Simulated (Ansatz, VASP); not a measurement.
## One calculation of Na, two programs

File INCAR:

```
SYSTEM = Na
PREC     = Accurate       ! precision mode
ENCUT    = 500            ! plane-wave cutoff, eV
EDIFF    = 1E-6           ! SCF threshold, eV
ISMEAR   = -1             ! smearing method
SIGMA    = 0.05           ! smearing width, eV
LREAL    = .FALSE.        ! projectors in reciprocal space
LASPH    = .TRUE.         ! aspherical terms in the spheres
NELM     = 120            ! most SCF steps
ALGO     = Normal         ! electronic algorithm
ISIF     = 2              ! what is computed and relaxed
LWAVE    = .FALSE.        ! write WAVECAR
LCHARG   = .FALSE.        ! write CHGCAR
GGA      = PS             ! functional
NBANDS   = 14             ! bands
GGA_COMPAT= .FALSE.
```

Contents of KPOINTS:

```
regular mesh
0
G
  8 8 5
  0 0 0
```

Contents of POSCAR:

```
Na
1.0
    3.7670000000      0.0000000000      0.0000000000
   -1.8835000000      3.2623176961      0.0000000000
    0.0000000000      0.0000000000      5.9078400000
Na
2
Direct
    0.6666666667      0.3333333333      0.7500000000
    0.3333333333      0.6666666667      0.2500000000
```

The input input.yaml:

```yaml
crystal:
  lattice:
    - [3.767, 0.0, 0.0]
    - [-1.8835, 3.2623176961, 0.0]
    - [0.0, 0.0, 5.90784]
  atoms:
    - { symbol: Na, position: [0.6666666667, 0.3333333333, 0.75] }
    - { symbol: Na, position: [0.3333333333, 0.6666666667, 0.25] }
kpoints:
  mp_grid: { grid: [8, 8, 5] }
scf:
  occupations: { method: fermi_dirac, width: 0.05 }
hamiltonian:
  xc: pbesol
  pseudopotentials: { kind: all_electron, lapw: { basis_error: 0.001 } }
output:
  forces: true
  stress: true
  eigenvalues: true
```

Change from the starting cell: strain_z = -0.04.

Alike in both runs: task single point; functional PBEsol; k mesh 8 × 8 × 5; occupations fermi-dirac, width 0.05 eV; no spin polarisation.

|  | VASP | Ansatz |
| --- | --- | --- |
| version | VASP 6.6.1 | Ansatz 0.2.0 |
| potentials or method | VASP PAW PBE potentials, release 64 (Na_pv), cutoff 500 eV | all-electron LAPW, scalar-relativistic |

|  | VASP | Ansatz | Ansatz less VASP |
| --- | --- | --- | --- |
| gap on the k mesh at the Fermi level (eV) | none | none | - |
| pressure (GPa) | 0.0 | 0.0 | 0.00 |
| traceless stress, the component that is largest in VASP (GPa) | 0.23 | 0.23 | +0.002 |

VASP's potentials were made for PBE, not for PBEsol. A gap of «none» marks a metal or a gap that the smearing closes. Ansatz ran all-electron here, and VASP with PAW potentials.
